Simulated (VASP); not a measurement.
Here is a VASP 6.6.1 calculation.

Contents of INCAR:

```
PREC = Accurate ; ENCUT = 520
EDIFF = 1E-6 ; ISMEAR = 0
SIGMA = 0.05 ; LREAL = F
LASPH = T ; NELM = 100
ALGO = Normal ; ISIF = 2
LWAVE = F ; LCHARG = F
GGA = PS ; NBANDS = 16
```

The input KPOINTS:

```
Automatic mesh
0
Gamma
  9 9 6
```

Contents of POSCAR:

```
MgO
1.0
    3.5735373093      0.0000000000      0.0000000000
   -1.7867686547      3.0947740912      0.0000000000
    0.0000000000      0.0000000000      4.0735901895
Mg O
2 2
Direct
    0.6666666667      0.3333333333      0.7500000000
    0.3333333333      0.6666666667      0.2500000000
    0.6666666667      0.3333333333      0.2500000000
    0.3333333333      0.6666666667      0.7500000000
```

Potentials or basis: VASP PAW PBE potentials, release 64 (Mg, O).

The run is started by

```console
$ cat potpaw_PBE.64/Mg/POTCAR potpaw_PBE.64/O/POTCAR > POTCAR
$ mpirun -np 1 vasp_std > vasp.out
```

(1) Estimate the pressure.

(2) Predict the band gap on the k mesh.

## Answers

(1) -1.4 GPa.

(2) 3.26 eV, direct.

Caveat: the cell differs from its parent crystal (strain +0.025 along x and y, -0.025 along z); the PAW data sets were made with another functional, which shifts forces and pressure a little.
